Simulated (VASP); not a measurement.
# Li4H3F (P1) in VASP: a series of runs

Aim: see how the results for Li4H3F move with the level of theory and the settings. Levels: PBEsol, r2SCAN. Tasks: single point, relaxation of volume and atoms at fixed shape.

Everything below comes from runs of VASP 6.6.1. Logs are shortened: lines on timing, memory, paths and dates and some standing lists are left out, and cuts for length are marked.

## 1. The cell of the first run

The typed cell holds 64 atoms: a = 7.999 Å, b = 7.999 Å, c = 7.999 Å, α = 90.00°, β = 90.00°, γ = 90.00°.

## 2. Single point, PBEsol

Contents of INCAR:

```
  PREC = Accurate
  ENCUT = 520
  EDIFF = 1E-6
  ISMEAR = -1
  SIGMA = 0.05
  LREAL = Auto
  LASPH = T
  NELM = 100
  ALGO = Normal
  ISIF = 2
  LWAVE = F
  LCHARG = F
  GGA = PS
  NBANDS = 126
  ISYM = 0
```

Contents of KPOINTS:

```
Automatic mesh
0
Gamma
  1 1 1
  0.25 0.25 0.25
```

Contents of POSCAR:

```
Li4H3F
1.0
    7.9994705686      0.0000000000      0.0000000000
    0.0000000000      7.9994705686      0.0000000000
    0.0000000000      0.0000000000      7.9994705686
H F Li
24 8 32
Direct
    0.2509430000      0.9994930000      0.0004880000
    0.2503280000      0.4997950000      0.9995550000
    0.2509300000      0.4997280000      0.4999210000
    0.7495070000      0.0000000000      0.0006010000
    0.7491970000      0.9995440000      0.4993550000
    0.7499290000      0.5000370000      0.0002630000
    0.7503220000      0.4993300000      0.4996330000
    0.0003460000      0.2498200000      0.0001260000
    0.9991370000      0.2509410000      0.4998570000
    0.0010040000      0.7495150000      0.0003050000
    0.9990040000      0.7487050000      0.4999130000
    0.5004540000      0.2488910000      0.9999680000
    0.5007470000      0.2501460000      0.4991370000
    0.5008860000      0.7502100000      0.0005690000
    0.5008490000      0.7498360000      0.4993800000
    0.9988330000      0.9996680000      0.7512650000
    0.0003810000      0.4996400000      0.7502140000
    0.5007610000      0.0002330000      0.2495740000
    0.5013920000      0.9997920000      0.7510300000
    0.5004440000      0.4995170000      0.7504350000
    0.2512900000      0.2495970000      0.2491600000
    0.2511070000      0.7498400000      0.2494510000
    0.7494880000      0.2493340000      0.2497300000
    0.7497650000      0.7505100000      0.2499580000
    0.2494720000      0.9996990000      0.5009600000
    0.0009150000      0.9998870000      0.2505810000
    0.0006170000      0.4996400000      0.2496650000
    0.5003030000      0.4994930000      0.2496600000
    0.2501510000      0.2487960000      0.7494630000
    0.2505070000      0.7505160000      0.7492410000
    0.7504490000      0.2496680000      0.7502000000
    0.7504730000      0.7495040000      0.7501930000
    0.0001450000      0.9993860000      0.0030920000
    0.0007760000      0.9993630000      0.4974340000
    0.0005980000      0.5001050000      0.0029490000
    0.0000190000      0.5003260000      0.4966670000
    0.5005400000      0.9998670000      0.0021580000
    0.4992280000      0.9996870000      0.4982640000
    0.5006250000      0.4996140000      0.0031110000
    0.5006900000      0.4993850000      0.4963820000
    0.2507670000      0.2488210000      0.9973980000
    0.2507140000      0.2483810000      0.5025090000
    0.2514950000      0.7505360000      0.9969250000
    0.2505870000      0.7511530000      0.5029830000
    0.7497620000      0.2493340000      0.9972450000
    0.7490780000      0.2494620000      0.5026580000
    0.7493980000      0.7503860000      0.9977500000
    0.7498130000      0.7503370000      0.5026920000
    0.2490600000      0.9996760000      0.2513140000
    0.2503140000      0.9998610000      0.7490720000
    0.2503570000      0.4993720000      0.2501070000
    0.2507510000      0.4994180000      0.7496660000
    0.7516410000      0.0000430000      0.2500730000
    0.7502010000      0.9998380000      0.7502940000
    0.7502740000      0.4997090000      0.2499150000
    0.7505190000      0.4996530000      0.7500300000
    0.9994900000      0.2504210000      0.2497370000
    0.9995100000      0.2506790000      0.7501320000
    0.0002890000      0.7487340000      0.2494540000
    0.9997190000      0.7492370000      0.7504150000
    0.5008770000      0.2511540000      0.2491150000
    0.5009090000      0.2502860000      0.7506040000
    0.5003860000      0.7481640000      0.2499020000
    0.5009660000      0.7491450000      0.7497940000
```

Potentials or basis: VASP PAW PBE potentials, release 64 (H, F, Li_sv).

On the command line:

```sh
cat potpaw_PBE.64/H/POTCAR potpaw_PBE.64/F/POTCAR potpaw_PBE.64/Li_sv/POTCAR > POTCAR
mpirun -np 1 vasp_std > vasp.out
```

OUTCAR:

```text
PREC = Accurate
   ENCUT = 520
   EDIFF = 1E-6
   ISMEAR = -1
   LREAL = Auto
   LASPH = T
   NELM = 100
   ISIF = 2
   GGA = PS
   ISYM = 0

 ion  position               nearest neighbor table
   1  0.251  0.999  0.000-
   2  0.250  0.500  1.000-
   3  0.251  0.500  0.500-
   4  0.750  0.000  0.001-
   5  0.749  1.000  0.499-
   6  0.750  0.500  0.000-
[... 16 lines left out ...]
  23  0.749  0.249  0.250-
  24  0.750  0.751  0.250-
  25  0.249  1.000  0.501-  50 1.98  44 1.99  42 1.99  34 1.99  49 2.00  38 2.00
  26  0.001  1.000  0.251-  34 1.97  33 1.98  49 1.99  53 1.99  57 2.00  59 2.01
  27  0.001  0.500  0.250-  35 1.97  36 1.98  59 1.99  57 1.99  51 2.00  55 2.00
  28  0.500  0.499  0.250-  39 1.97  40 1.97  61 1.99  63 1.99  51 2.00  55 2.00
  29  0.250  0.249  0.749-  42 1.98  41 1.98  50 1.99  52 2.00  58 2.01  62 2.01
  30  0.251  0.751  0.749-  44 1.97  43 1.98  50 1.99  64 2.00  60 2.01  52 2.01
  31  0.750  0.250  0.750-  45 1.98  46 1.98  58 1.99  62 2.00  54 2.00  56 2.00
  32  0.750  0.750  0.750-  48 1.98  47 1.98  60 1.99  64 2.00  56 2.00  54 2.00
  33  0.000  0.999  0.003-  26 1.98
  34  0.001  0.999  0.497-  26 1.97  25 1.99
  35  0.001  0.500  0.003-  27 1.97
  36  0.000  0.500  0.497-  27 1.98
  37  0.501  1.000  0.002-
  38  0.499  1.000  0.498-  25 2.00
  39  0.501  0.500  0.003-  28 1.97
  40  0.501  0.499  0.496-  28 1.97
  41  0.251  0.249  0.997-  29 1.98
  42  0.251  0.248  0.503-  29 1.98  25 1.99
  43  0.251  0.751  0.997-  30 1.98
  44  0.251  0.751  0.503-  30 1.97  25 1.99
  45  0.750  0.249  0.997-  31 1.98
  46  0.749  0.249  0.503-  31 1.98
  47  0.749  0.750  0.998-  32 1.98
  48  0.750  0.750  0.503-  32 1.98
  49  0.249  1.000  0.251-  26 1.99  25 2.00
  50  0.250  1.000  0.749-  25 1.98  29 1.99  30 1.99
  51  0.250  0.499  0.250-  27 2.00  28 2.00
  52  0.251  0.499  0.750-  29 2.00  30 2.01
  53  0.752  0.000  0.250-  26 1.99
  54  0.750  1.000  0.750-  31 2.00  32 2.00
  55  0.750  0.500  0.250-  28 2.00  27 2.00
  56  0.751  0.500  0.750-  32 2.00  31 2.00
  57  0.999  0.250  0.250-  27 1.99  26 2.00
  58  1.000  0.251  0.750-  31 1.99  29 2.01
  59  0.000  0.749  0.249-  27 1.99  26 2.01
  60  1.000  0.749  0.750-  32 1.99  30 2.01
  61  0.501  0.251  0.249-  28 1.99
  62  0.501  0.250  0.751-  31 2.00  29 2.01
  63  0.500  0.748  0.250-  28 1.99
  64  0.501  0.749  0.750-  32 2.00  30 2.00

IMPORTANT INFORMATION: All symmetrisations will be switched off!
NOSYMM: (Re-)initialisation of all symmetry stuff for point group C_1.

----------------------------------------------------------------------------------------

                                     Primitive cell

  volume of cell :     511.8984

  direct lattice vectors                    reciprocal lattice vectors
     7.999470569  0.000000000  0.000000000     0.125008273  0.000000000  0.000000000
     0.000000000  7.999470569  0.000000000     0.000000000  0.125008273  0.000000000
     0.000000000  0.000000000  7.999470569     0.000000000  0.000000000  0.125008273

  length of vectors
     7.999470569  7.999470569  7.999470569     0.125008273  0.125008273  0.125008273

  position of ions in fractional coordinates (direct lattice)
     0.250943000  0.999493000  0.000488000
     0.250328000  0.499795000  0.999555000
     0.250930000  0.499728000  0.499921000
     0.749507000  0.000000000  0.000601000
     0.749197000  0.999544000  0.499355000
     0.749929000  0.500037000  0.000263000
[... 56 lines left out ...]
     0.500386000  0.748164000  0.249902000
     0.500966000  0.749145000  0.749794000

  ion indices of the primitive-cell ions
   primitive index   ion index
                 1           1
                 2           2
                 3           3
                 4           4
                 5           5
                 6           6
[... 56 lines left out ...]
                63          63
                64          64

----------------------------------------------------------------------------------------

 KPOINTS: Automatic mesh

Automatic generation of k-mesh.
 Grid dimensions read from file:
 generate k-points for:    1    1    1

 Generating k-lattice:

  Cartesian coordinates                     Fractional coordinates (reciprocal lattice)
     0.125008273  0.000000000  0.000000000     1.000000000  0.000000000  0.000000000
     0.000000000  0.125008273  0.000000000     0.000000000  1.000000000  0.000000000
     0.000000000  0.000000000  0.125008273     0.000000000  0.000000000  1.000000000

  Length of vectors
     0.125008273  0.125008273  0.125008273

  Shift w.r.t. Gamma in fractional coordinates (k-lattice)
     0.250000000  0.250000000  0.250000000

 Subroutine IBZKPT returns following result:
 ===========================================

 Found      4 irreducible k-points:

 Following reciprocal coordinates:
            Coordinates               Weight
  0.250000  0.250000  0.250000      2.000000
 -0.250000  0.250000  0.250000      2.000000
 -0.250000 -0.250000  0.250000      2.000000
  0.250000 -0.250000  0.250000      2.000000
   k-points           NKPTS =      4   k-points in BZ     NKDIM =      4   number of bands    NBANDS=    126
   number of dos      NEDOS =    301   number of ions     NIONS =     64
   total plane-waves  NPLWV = 216000
   dimension x,y,z NGX =    60 NGY =   60 NGZ =   60
   dimension x,y,z NGXF=   120 NGYF=  120 NGZF=  120
   ions per type =              24   8  32
   NGX,Y,Z   is equivalent  to a cutoff of  12.47, 12.47, 12.47 a.u.
   NGXF,Y,Z  is equivalent  to a cutoff of  24.94, 24.94, 24.94 a.u.
 SYSTEM =  unknown system
   PREC   = accura    normal or accurate (medium, high low for compatibility)
   ISTART =      0    job   : 0-new  1-cont  2-samecut
   ICHARG =      2    charge: 1-file 2-atom 10-const
   ISPIN  =      1    spin polarized calculation?
   LNONCOLLINEAR =      F non collinear calculations
   LSORBIT =      F    spin-orbit coupling
   LASPH  =      T    aspherical Exc in radial PAW
   ENCUT  =  520.0 eV  38.22 Ry    6.18 a.u.  14.87 14.87 14.87*2*pi/ulx,y,z
   NELM   =    100;   NELMIN=  2; NELMDL= -5     # of ELM steps
   EDIFF  = 0.1E-05   stopping-criterion for ELM
   LREAL  =      T    real-space projection
   EDIFFG = 0.1E-04   stopping-criterion for IOM
   NSW    =      0    number of steps for IOM
   IBRION =     -1    ionic relax: 0-MD 1-quasi-New 2-CG
   NFREE  =      0    steps in history (QN), initial steepest desc. (CG)
   ISIF   =      2    stress and relaxation
   ISYM   =      0    0-nonsym 1-usesym 2-fastsym
   POTIM  = 0.5000    time-step for ionic-motion
   TEBEG  =    0.0;   TEEND  =   0.0 temperature during run
   PSTRESS=    0.0 pullay stress
   NELECT =     176.0000    total number of electrons
   NUPDOWN=      -1.0000    fix difference up-down
   EMIN   =  10.00;   EMAX   =-10.00  energy-range for DOS
   EFERMI =   0.00;   METHOD = LEGACY
   ISMEAR =    -1;   SIGMA  =   0.05  broadening in eV -4-tet -1-fermi 0-gaus
   EFERMI_NEDOS =   21; number of points for ismear=-14 and -15
   IALGO  =     38    algorithm
   IMIX   =      4    mixing-type and parameters
     AMIX     =   0.40;   BMIX     =  1.00
     AMIX_MAG =   1.60;   BMIX_MAG =  1.00
  volume/ion in A,a.u.               =       8.00        53.98
  Fermi-wavevector in a.u.,A,eV,Ry     =   1.146880  2.167288 17.896188  1.315333
  Thomas-Fermi vector in A             =   2.283562
   LORBIT       =      0    0 simple, 1 ext, 2 COOP (PROOUT), +10 PAW based schemes
   GGA     = PS    functional components
   LHFCALC =     F    Hartree Fock is set to
   AEXX    =    0.0000 exact exchange contribution
   IVDW    =     0    specifies the selected vdW correction
   LEPSILON=     F    determine dielectric tensor
   LRPA    =     F    only Hartree local field effects (RPA)
 non-spin polarized calculation
  energy-cutoff  :      520.00
  volume of cell :      511.90
 maximum number of plane-waves:     13796
   NGX = 29   NGY = 29   NGZ = 29

 number of electron     175.9999628 magnetization

 Free energy of the ion-electron system (eV)
  ---------------------------------------------------
  ext. energy  EPLUGINS =         0.00000000
  ---------------------------------------------------
  free energy    TOTEN  =      -224.63833666 eV

  energy without entropy =     -224.63833666  energy(sigma->0) =     -224.63833666

 E-fermi :   1.6145     XC(G=0):  -9.0471

 val. band max:        0.3297781576   @ k =   0.2500  -0.2500   0.2500
 cond. band min:       4.9755238169   @ k =  -0.2500  -0.2500   0.2500
 fundamental gap:      4.6457456592
 Fermi energy:         1.6144870728

 k-point     1 :       0.2500    0.2500    0.2500
  band No.  band energies     occupation
      1     -42.9906      2.00000
      2     -42.9552      2.00000
      3     -42.9478      2.00000
      4     -42.9428      2.00000
      5     -42.9383      2.00000
      6     -42.9346      2.00000
[... 92 lines left out ...]
     99       6.3134      0.00000
    100       6.5298      0.00000

 k-point     2 :      -0.2500    0.2500    0.2500
  band No.  band energies     occupation
      1     -42.9906      2.00000
      2     -42.9552      2.00000
      3     -42.9479      2.00000
      4     -42.9414      2.00000
      5     -42.9391      2.00000
      6     -42.9355      2.00000
[... 92 lines left out ...]
     99       6.4780      0.00000
    100       6.5475      0.00000

 k-point     3 :      -0.2500   -0.2500    0.2500
  band No.  band energies     occupation
      1     -42.9906      2.00000
      2     -42.9552      2.00000
      3     -42.9479      2.00000
      4     -42.9415      2.00000
      5     -42.9393      2.00000
      6     -42.9352      2.00000
[... 92 lines left out ...]
     99       6.4761      0.00000
    100       6.5460      0.00000

 k-point     4 :       0.2500   -0.2500    0.2500
  band No.  band energies     occupation
      1     -42.9906      2.00000
      2     -42.9551      2.00000
      3     -42.9480      2.00000
      4     -42.9425      2.00000
      5     -42.9383      2.00000
      6     -42.9349      2.00000
[... 92 lines left out ...]
     99       6.3141      0.00000
    100       6.5313      0.00000
 [bands above 100 left out]

------------------------ aborting loop because EDIFF is reached ----------------------------------------

  FORCE on cell =-STRESS in cart. coord.  units (eV):
  Direction    XX          YY          ZZ          XY          YZ          ZX
  --------------------------------------------------------------------------------------
  -------------------------------------------------------------------------------------
  Total       -0.6539122     -0.6683340     -0.2796310     -0.0010399     -0.0082634     -0.0753220
  in kB       -2.0466628     -2.0918013     -0.8752098     -0.0032547     -0.0258634     -0.2357483
  external PRESSURE =      -1.6712246 kB  Pullay stress =       0.0000000 kB

 VOLUME and BASIS-vectors are now :
 -----------------------------------------------------------------------------
  energy-cutoff  :      520.00
  volume of cell :      511.90
      direct lattice vectors                 reciprocal lattice vectors
     7.999470569  0.000000000  0.000000000     0.125008273  0.000000000  0.000000000
     0.000000000  7.999470569  0.000000000     0.000000000  0.125008273  0.000000000
     0.000000000  0.000000000  7.999470569     0.000000000  0.000000000  0.125008273

 POSITION                                       TOTAL-FORCE (eV/Angst)
 -----------------------------------------------------------------------------------
      2.00741      7.99541      0.00390         0.002922      0.003810      0.006897
      2.00249      3.99810      7.99591         0.008984     -0.001633      0.002780
      2.00731      3.99756      3.99910        -0.009332      0.001770     -0.000496
      5.99566      0.00000      0.00481         0.005623     -0.005611      0.010872
      5.99318      7.99582      3.99458        -0.001382      0.005938      0.000573
      5.99903      4.00003      0.00210         0.005932     -0.005427     -0.000321
[... 56 lines left out ...]
      4.00282      5.98492      1.99908         0.011180      0.001284     -0.011194
      4.00746      5.99276      5.99796         0.010469     -0.001475      0.015366
 -----------------------------------------------------------------------------------
    total drift:                                0.045221     -0.046029     -0.007089

  FREE ENERGIE OF THE ION-ELECTRON SYSTEM (eV)
  ---------------------------------------------------
  free  energy   TOTEN  =      -224.6383366580 eV

  energy  without entropy=     -224.6383366579  energy(sigma->0) =     -224.63833666
```

Wall time 3.8 min (1 thread of AMD EPYC 9R45 (Zen 5), shared host); peak memory 0.52 GiB.

Results:

```yaml
Free_energy: -224.6383 eV
Largest_force: 0.022 eV/Å
Band_gap_on_the_k_mesh: 4.65 eV
```

Forces on the atoms (eV/Å):
```
H    0.003  0.004  0.007
H    0.009 -0.002  0.003
H   -0.009  0.002  0.000
H    0.006 -0.006  0.011
H   -0.001  0.006  0.001
H    0.006 -0.005  0.000
H   -0.008  0.011  0.002
H   -0.006 -0.001  0.004
H   -0.003 -0.005 -0.004
H   -0.016  0.006 -0.001
H    0.004  0.003 -0.003
H   -0.001  0.008  0.013
H    0.006 -0.008  0.003
H   -0.010  0.003  0.002
H    0.006 -0.004 -0.004
H    0.004 -0.002 -0.001
H   -0.001  0.007 -0.001
H    0.005 -0.009  0.000
H   -0.002 -0.001 -0.005
H    0.000  0.003 -0.007
H   -0.002  0.002  0.000
H    0.004 -0.002 -0.002
H    0.000 -0.002 -0.002
H   -0.004 -0.003 -0.002
F    0.004  0.001 -0.008
F   -0.003 -0.007  0.008
F   -0.008  0.004  0.004
F    0.007  0.005  0.002
F    0.012  0.011  0.001
F    0.006 -0.009  0.004
F   -0.014  0.008 -0.003
F   -0.010 -0.002  0.000
Li   0.008  0.007  0.005
Li  -0.002  0.013 -0.006
Li   0.002 -0.007  0.006
Li   0.004 -0.016 -0.001
Li  -0.006 -0.004  0.014
Li   0.002  0.004 -0.021
Li  -0.009  0.004  0.001
Li  -0.008  0.006  0.003
Li  -0.002 -0.001 -0.012
Li  -0.006  0.002  0.005
Li  -0.006  0.001  0.000
Li   0.003 -0.004 -0.005
Li   0.003 -0.006 -0.004
Li   0.013 -0.007  0.005
Li   0.004  0.003 -0.016
Li  -0.005  0.001  0.002
Li   0.003  0.003 -0.003
Li  -0.008  0.000  0.003
Li   0.000  0.002 -0.008
Li  -0.006  0.000  0.000
Li  -0.003 -0.006  0.002
Li   0.005 -0.004  0.000
Li   0.007  0.002 -0.003
Li   0.002  0.003  0.002
Li   0.004  0.006 -0.005
Li   0.000 -0.006  0.007
Li  -0.007  0.001 -0.004
Li  -0.004 -0.004  0.009
Li   0.001  0.000 -0.002
Li   0.005 -0.003  0.002
Li   0.011  0.001 -0.011
Li   0.010 -0.001  0.015
```

Caveat: the cutoff is under 1.25 times the usual one of these potentials, so pressure, stress and relaxed cells hold a basis-set (Pulay) error; the PAW data sets were made with another functional, which shifts forces and pressure a little; a shifted mesh leaves out Γ, where band edges can lie. A k mesh can miss the band edges.

(Part 1 of 3 ends here.)
